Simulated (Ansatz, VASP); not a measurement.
# Two plane-wave programs on MoS2

```xyz
3
Lattice="3.1600 0.0000 0.0000 -1.5800 2.7366 0.0000 0.0000 0.0000 20.0000" Properties=species:S:1:pos:R:3 pbc="T T T"
Mo    0.0000    1.8244   10.0000
S     1.5800    0.9122   11.5650
S     1.5800    0.9122    8.4350
```

Alike in both runs: task relaxation of the atoms; functional LDA; k mesh 12 × 12 × 1; no spin polarisation.

|  | VASP | Ansatz |
| --- | --- | --- |
| version | VASP 6.6.1 | Ansatz 0.2.0 |
| potentials or method | VASP PAW LDA potentials, release 64 (Mo_sv, S), cutoff 520 eV | scalar-relativistic, plane waves, PAW |
| occupations | gaussian, width 0.01 eV | fixed |
| valence electrons in the cell | 26 | 26 |

```tsv
	VASP	Ansatz	Ansatz less VASP
gap on the k mesh at the Fermi level, each at its own relaxed structure (eV)	1.65	1.63	-0.019
```

LDA's correlation is that of Perdew and Zunger in VASP and of Perdew and Wang (1992) in Ansatz. Ansatz's warnings: stress scf threshold loose, xc potential rough in thin density.
